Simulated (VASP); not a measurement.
# SnSe in VASP: single point with r2SCAN

Aim: the single point of SnSe with r2SCAN.

Program: VASP 6.6.1. These are calculated values, not measurements. Logs are shortened: lines on timing, memory, paths and dates and some standing lists are left out, and cuts for length are marked.

### Step 1. The cell of the first run

The cell holds a slab with vacuum, 4 atoms: a = 4.415 Å, b = 4.415 Å, c = 11.320 Å, α = 90.00°, β = 90.00°, γ = 90.00°.

### Step 2. Single point, r2SCAN (strain +0.030 along x and y, +0.030 along z)

The input, POSCAR:

```
SnSe
1.0
    4.4146776633      0.0000000000      0.0000000000
    0.0000000000      4.4146776633      0.0000000000
    0.0000000000      0.0000000000     11.3195444365
Sn Se
2 2
Direct
    0.5000000000      0.0000000000      0.3713940256
    0.0000000000      0.5000000000      0.6286059744
    0.5000000000      0.0000000000      0.6150878817
    0.0000000000      0.5000000000      0.3849121183
```

The input, INCAR.step1:

```
PREC = Accurate
ENCUT = 520
ISMEAR = 0
SIGMA = 0.05
LREAL = F
LASPH = T
NELM = 60
NBANDS = 28
GGA = PE
ALGO = Normal
EDIFF = 1E-4
LWAVE = T
LCHARG = F
```

The input, INCAR.step2:

```
PREC = Accurate
ENCUT = 520
EDIFF = 1E-6
ISMEAR = 0
SIGMA = 0.05
LREAL = F
LASPH = T
NELM = 60
ALGO = Normal
ISIF = 2
LWAVE = F
LCHARG = F
METAGGA = R2SCAN
LMIXTAU = T
NBANDS = 28
ISTART = 1
```

The input, KPOINTS:

```
Automatic mesh
0
Gamma
  6 6 4
```

Potentials or basis: VASP PAW PBE potentials, release 64 (Sn_d, Se).

On the command line:

```sh
> cat potpaw_PBE.64/Sn_d/POTCAR potpaw_PBE.64/Se/POTCAR > POTCAR
> cp INCAR.step1 INCAR
> mpirun -np 1 vasp_std > vasp.out
> cp INCAR.step2 INCAR
> mpirun -np 1 vasp_std > vasp.out
```

OUTCAR:

```text
PREC = Accurate
   ENCUT = 520
   EDIFF = 1E-6
   ISMEAR = 0
   LREAL = F
   LASPH = T
   NELM = 60
   ISIF = 2
   METAGGA = R2SCAN
   ISTART = 1

 ion  position               nearest neighbor table
   1  0.500  0.000  0.371-   3 2.76   4 3.13   4 3.13   4 3.13   4 3.13
   2  0.000  0.500  0.629-   4 2.76   3 3.13   3 3.13   3 3.13   3 3.13
   3  0.500  0.000  0.615-   1 2.76   2 3.13   2 3.13   2 3.13   2 3.13
   4  0.000  0.500  0.385-   2 2.76   1 3.13   1 3.13   1 3.13   1 3.13

  LATTYP: Found a simple tetragonal cell.
 ALAT       =     4.4146776633
 C/A-ratio  =     2.5640704259

  Lattice vectors:

 A1 = (   4.4146776633,   0.0000000000,   0.0000000000)
 A2 = (   0.0000000000,   4.4146776633,   0.0000000000)
 A3 = (   0.0000000000,   0.0000000000,  11.3195444365)

Analysis of symmetry for initial positions (statically):
=====================================================================
 Subroutine PRICEL returns:
 Original cell was already a primitive cell.

 Routine SETGRP: Setting up the symmetry group for a
 simple tetragonal supercell.

 Subroutine GETGRP returns: Found 16 space group operations
 (whereof  8 operations were pure point group operations)
 out of a pool of 16 trial point group operations.

The static configuration has the point symmetry D_2d.
 The point group associated with its full space group is D_4h.

Analysis of symmetry for dynamics (positions and initial velocities):
=====================================================================
 Subroutine PRICEL returns:
 Original cell was already a primitive cell.

 Routine SETGRP: Setting up the symmetry group for a
 simple tetragonal supercell.

 Subroutine GETGRP returns: Found 16 space group operations
 (whereof  8 operations were pure point group operations)
 out of a pool of 16 trial point group operations.

The dynamic configuration has the point symmetry D_2d.
 The point group associated with its full space group is D_4h.

 Subroutine INISYM returns: Found 16 space group operations
 (whereof  8 operations are pure point group operations),
 and found     1 'primitive' translations

----------------------------------------------------------------------------------------

                                     Primitive cell

  volume of cell :     220.6109

  direct lattice vectors                    reciprocal lattice vectors
     4.414677663  0.000000000  0.000000000     0.226517104  0.000000000  0.000000000
     0.000000000  4.414677663  0.000000000     0.000000000  0.226517104  0.000000000
     0.000000000  0.000000000 11.319544436     0.000000000  0.000000000  0.088342778

  length of vectors
     4.414677663  4.414677663 11.319544436     0.226517104  0.226517104  0.088342778

  position of ions in fractional coordinates (direct lattice)
     0.500000000  0.000000000  0.371394026
     0.000000000  0.500000000  0.628605974
     0.500000000  0.000000000  0.615087882
     0.000000000  0.500000000  0.384912118

  ion indices of the primitive-cell ions
   primitive index   ion index
                 1           1
                 2           2
                 3           3
                 4           4

----------------------------------------------------------------------------------------

 KPOINTS: Automatic mesh

Automatic generation of k-mesh.
 Grid dimensions read from file:
 generate k-points for:    6    6    4

 Generating k-lattice:

  Cartesian coordinates                     Fractional coordinates (reciprocal lattice)
     0.037752851  0.000000000  0.000000000     0.166666667  0.000000000  0.000000000
     0.000000000  0.037752851  0.000000000     0.000000000  0.166666667  0.000000000
     0.000000000  0.000000000  0.022085694     0.000000000  0.000000000  0.250000000

  Length of vectors
     0.037752851  0.037752851  0.022085694

  Shift w.r.t. Gamma in fractional coordinates (k-lattice)
     0.000000000  0.000000000  0.000000000

 Subroutine IBZKPT returns following result:
 ===========================================

 Found     30 irreducible k-points:

 Following reciprocal coordinates:
            Coordinates               Weight
  0.000000  0.000000  0.000000      1.000000
  0.166667  0.000000  0.000000      4.000000
  0.333333  0.000000  0.000000      4.000000
  0.500000  0.000000  0.000000      2.000000
  0.166667  0.166667  0.000000      4.000000
  0.333333  0.166667  0.000000      8.000000
[... 16 lines left out ...]
  0.333333  0.000000  0.500000      4.000000
  0.500000  0.000000  0.500000      2.000000
 [... further k-points ...]
   k-points           NKPTS =     30   k-points in BZ     NKDIM =     30   number of bands    NBANDS=     28
   number of dos      NEDOS =    301   number of ions     NIONS =      4
   total plane-waves  NPLWV = 108864
   dimension x,y,z NGX =    36 NGY =   36 NGZ =   84
   dimension x,y,z NGXF=    72 NGYF=   72 NGZF=  168
   ions per type =               2   2
   NGX,Y,Z   is equivalent  to a cutoff of  13.56, 13.56, 12.34 a.u.
   NGXF,Y,Z  is equivalent  to a cutoff of  27.11, 27.11, 24.67 a.u.
 SYSTEM =  unknown system
   PREC   = accura    normal or accurate (medium, high low for compatibility)
   ISTART =      1    job   : 0-new  1-cont  2-samecut
   ICHARG =      0    charge: 1-file 2-atom 10-const
   ISPIN  =      1    spin polarized calculation?
   LNONCOLLINEAR =      F non collinear calculations
   LSORBIT =      F    spin-orbit coupling
   LASPH  =      T    aspherical Exc in radial PAW
   ENCUT  =  520.0 eV  38.22 Ry    6.18 a.u.   8.21  8.21 21.05*2*pi/ulx,y,z
   NELM   =     60;   NELMIN=  2; NELMDL=  0     # of ELM steps
   EDIFF  = 0.1E-05   stopping-criterion for ELM
   LREAL  =      F    real-space projection
   EDIFFG = 0.1E-04   stopping-criterion for IOM
   NSW    =      0    number of steps for IOM
   IBRION =     -1    ionic relax: 0-MD 1-quasi-New 2-CG
   NFREE  =      0    steps in history (QN), initial steepest desc. (CG)
   ISIF   =      2    stress and relaxation
   ISYM   =      2    0-nonsym 1-usesym 2-fastsym
   POTIM  = 0.5000    time-step for ionic-motion
   TEBEG  =    0.0;   TEEND  =   0.0 temperature during run
   PSTRESS=    0.0 pullay stress
   NELECT =      40.0000    total number of electrons
   NUPDOWN=      -1.0000    fix difference up-down
   EMIN   =  10.00;   EMAX   =-10.00  energy-range for DOS
   EFERMI =   0.00;   METHOD = LEGACY
   ISMEAR =     0;   SIGMA  =   0.05  broadening in eV -4-tet -1-fermi 0-gaus
   EFERMI_NEDOS =   21; number of points for ismear=-14 and -15
   IALGO  =     38    algorithm
   IMIX   =      4    mixing-type and parameters
     AMIX     =   0.40;   BMIX     =  1.00
     AMIX_MAG =   1.60;   BMIX_MAG =  1.00
  volume/ion in A,a.u.               =      55.15       372.19
  Fermi-wavevector in a.u.,A,eV,Ry     =   0.926586  1.750994 11.681446  0.858562
  Thomas-Fermi vector in A             =   2.052565
   LORBIT       =      0    0 simple, 1 ext, 2 COOP (PROOUT), +10 PAW based schemes
   METAGGA = R2SCAN    functional components
   LHFCALC =     F    Hartree Fock is set to
   AEXX    =    0.0000 exact exchange contribution
   IVDW    =     0    specifies the selected vdW correction
   LEPSILON=     F    determine dielectric tensor
   LRPA    =     F    only Hartree local field effects (RPA)
 non-spin polarized calculation
 Gauss-broadening in eV      SIGMA  =   0.05
  energy-cutoff  :      520.00
  volume of cell :      220.61
 maximum number of plane-waves:      5976
 NGX is ok and might be reduce to    36
   NGX = 17   NGY = 17   NGZ = 43

 number of electron      39.9999984 magnetization

 Free energy of the ion-electron system (eV)
  ---------------------------------------------------
  ext. energy  EPLUGINS =         0.00000000
  ---------------------------------------------------
  free energy    TOTEN  =       -79.44621216 eV

  energy without entropy =      -79.44621216  energy(sigma->0) =      -79.44621216

 E-fermi :   0.0360     XC(G=0):  -5.9074

 val. band max:       -0.1931855414   @ k =   0.3333   0.0000   0.5000
 cond. band min:       1.6383917204   @ k =   0.5000   0.0000   0.0000
 fundamental gap:      1.8315772618
 Fermi energy:         0.0359609625

 k-point     1 :       0.0000    0.0000    0.0000
  band No.  band energies     occupation
      1     -21.8921      2.00000
      2     -21.8887      2.00000
      3     -21.8856      2.00000
      4     -21.8810      2.00000
      5     -21.8454      2.00000
      6     -21.8287      2.00000
[... 20 lines left out ...]
     27       5.5891      0.00000
     28       5.5891      0.00000

 k-point     2 :       0.1667    0.0000    0.0000
  band No.  band energies     occupation
      1     -21.8903      2.00000
      2     -21.8874      2.00000
      3     -21.8866      2.00000
      4     -21.8826      2.00000
      5     -21.8431      2.00000
      6     -21.8286      2.00000
[... 20 lines left out ...]
     27       5.3964      0.00000
     28       5.5404      0.00000

 k-point     3 :       0.3333    0.0000    0.0000
  band No.  band energies     occupation
      1     -21.8884      2.00000
      2     -21.8868      2.00000
      3     -21.8861      2.00000
      4     -21.8850      2.00000
      5     -21.8375      2.00000
      6     -21.8281      2.00000
[... 20 lines left out ...]
     27       5.3713      0.00000
     28       6.9327      0.00000

 k-point     4 :       0.5000    0.0000    0.0000
  band No.  band energies     occupation
      1     -21.8886      2.00000
      2     -21.8886      2.00000
      3     -21.8845      2.00000
      4     -21.8845      2.00000
      5     -21.8319      2.00000
      6     -21.8319      2.00000
[... 578 lines left out ...]
     27       5.4216      0.00000
     28       5.5889      0.00000

 k-point    23 :       0.3333    0.0000    0.5000
  band No.  band energies     occupation
      1     -21.8884      2.00000
      2     -21.8867      2.00000
      3     -21.8861      2.00000
      4     -21.8850      2.00000
      5     -21.8375      2.00000
      6     -21.8281      2.00000
[... 20 lines left out ...]
     27       5.9386      0.00000
     28       6.6884      0.00000

 k-point    24 :       0.5000    0.0000    0.5000
  band No.  band energies     occupation
      1     -21.8886      2.00000
      2     -21.8886      2.00000
      3     -21.8845      2.00000
      4     -21.8845      2.00000
      5     -21.8320      2.00000
      6     -21.8320      2.00000
[... 20 lines left out ...]
     27       6.6368      0.00000
     28       6.6368      0.00000

 [... further k-points ...]

------------------------ aborting loop because EDIFF is reached ----------------------------------------

  FORCE on cell =-STRESS in cart. coord.  units (eV):
  Direction    XX          YY          ZZ          XY          YZ          ZX
  --------------------------------------------------------------------------------------
  -------------------------------------------------------------------------------------
  Total       -2.8396475     -2.8396475     -2.7415000      0.0000000      0.0000000      0.0000000
  in kB      -20.6228206    -20.6228206    -19.9100287      0.0000000      0.0000000      0.0000000
  external PRESSURE =     -20.3852233 kB  Pullay stress =       0.0000000 kB

 VOLUME and BASIS-vectors are now :
 -----------------------------------------------------------------------------
  energy-cutoff  :      520.00
  volume of cell :      220.61
      direct lattice vectors                 reciprocal lattice vectors
     4.414677663  0.000000000  0.000000000     0.226517104  0.000000000  0.000000000
     0.000000000  4.414677663  0.000000000     0.000000000  0.226517104  0.000000000
     0.000000000  0.000000000 11.319544436     0.000000000  0.000000000  0.088342778

 POSITION                                       TOTAL-FORCE (eV/Angst)
 -----------------------------------------------------------------------------------
      2.20734      0.00000      4.20401        -0.000000     -0.000000      0.558051
      0.00000      2.20734      7.11553         0.000000     -0.000000     -0.558051
      2.20734      0.00000      6.96251         0.000000      0.000000     -0.410415
      0.00000      2.20734      4.35703         0.000000     -0.000000      0.410415
 -----------------------------------------------------------------------------------
    total drift:                                0.000000      0.000000      0.000000

  FREE ENERGIE OF THE ION-ELECTRON SYSTEM (eV)
  ---------------------------------------------------
  free  energy   TOTEN  =       -79.4462121630 eV

  energy  without entropy=      -79.4462121630  energy(sigma->0) =      -79.44621216
```

Run time: 15 min. Hardware: 1 thread of Intel Xeon 8259CL, shared host; peak memory 0.46 GiB.

What came out:

```
Free energy            : -79.4462 eV
Largest force          : 0.558 eV/Å
Band gap on the k mesh : 1.83 eV (least direct gap 1.85 eV)
```

Forces in eV/Å, atoms in the order of the input:
```
Sn   0.000  0.000  0.558
Sn   0.000  0.000 -0.558
Se   0.000  0.000 -0.410
Se   0.000  0.000  0.410
```

Levels at points of the mesh, in eV from the valence-band top:
```
           k point  band 16  band 17  band 18  band 19  band 20  band 21  band 22  band 23  band 24  band 25
(0.00, 0.00, 0.00)    -2.65    -2.65    -1.43    -1.43    -0.19     2.06     4.33     4.56     4.56     4.62
(0.50, 0.00, 0.00)    -1.99    -1.26    -1.26    -0.09    -0.09     1.83     1.83     2.41     2.41     3.51
(0.50, 0.50, 0.00)    -4.22    -2.77    -2.77    -1.51    -1.51     3.92     3.92     5.08     5.08     5.40
(0.00, 0.00, 0.50)    -2.65    -2.65    -1.43    -1.43    -0.19     1.96     4.56     4.56     4.62     4.94
(0.50, 0.00, 0.50)    -1.99    -1.26    -1.26    -0.09    -0.09     1.83     1.83     2.41     2.41     3.46
(0.50, 0.50, 0.50)    -4.22    -2.77    -2.77    -1.50    -1.50     3.90     3.90     5.07     5.07     5.46
```

Caveat: the cell differs from its parent crystal (strain +0.030 along x and y, +0.030 along z); the PAW data sets were made with another functional, which shifts forces and pressure a little; spin-orbit coupling is left out, which moves the levels of the heavy elements.
